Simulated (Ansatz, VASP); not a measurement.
PbSe: VASP beside Ansatz

```
CELL_PARAMETERS angstrom
0.00000 3.04190 3.10398
3.10398 0.00000 3.10398
3.10398 3.04190 0.00000
ATOMIC_POSITIONS crystal
Pb 0.50000 0.50000 0.50000
Se 0.00000 0.00000 0.00000
```

Change from the starting cell: strain e2 = -0.02, atoms carried along.

Alike in both runs: task single point; functional PBE; k mesh 10 × 10 × 10; occupations gaussian, width 0.05 eV; non-collinear spin, spin-orbit coupling.

|  | VASP | Ansatz |
| --- | --- | --- |
| version | VASP 6.6.1 | Ansatz 0.2.0 |
| potentials or method | VASP PAW PBE potentials, release 64 (Pb_d, Se), cutoff 520 eV | plane waves, PAW |
| valence electrons in the cell | 20 | 30 |

|  | VASP | Ansatz | Ansatz less VASP |
| --- | --- | --- | --- |
| pressure (GPa) | 1.1 | 1.0 | -0.11 |
| traceless stress, the component that is largest in VASP (GPa) | 1.53 | 1.50 | -0.036 |
| net moment per atom (μB) | 0.00 | 0.00 | 0.000 |

The functional is the same, so the differences come from potentials, cutoffs and numerics. VASP's potentials hold 20 valence electrons a cell and Ansatz's 30, so a difference there can come from the potentials and not from the codes.
